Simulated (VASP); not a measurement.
GdSi2:

```
Gd Si
1.0
     4.05931    0.00000    0.00000
    -2.02965    3.51546    0.00000
     0.00000    0.00000    4.07150
Gd Si
1 2
Direct
  0.00000 0.00000 0.00000
  0.66667 0.33333 0.50000
  0.33333 0.66667 0.50000
```

Base run:

```yaml
Program: VASP 6.6.1
Functional: LDA
Potentials_or_basis: VASP PAW PBE potentials, release 64 (Gd, Si)
Cutoff: 520 eV
k_mesh: 8 × 8 × 7
Occupations: fermi-dirac, width 0.05 eV
Spin: collinear spin, ferromagnetic start
Starting_moments: "[7.0, 0.0, 0.0] μB"
Hubbard_terms: Gd f U = 6.0 eV
```

Its results: pressure -3.6 GPa; net moment 7.12 μB per cell; site moments Gd +6.91; Si -0.01 μB.

**Question.** The run is repeated on the same cell with these changes: hubbard terms from Gd f U = 6.0 eV to none. What comes out?

**Answer.** Pressure -4.3 GPa; net moment 6.60 μB per cell; site moments Gd +6.64; Si -0.04 μB.

Caveats: the cell stands under tension; the PAW data sets were made with another functional, which shifts forces and pressure a little.
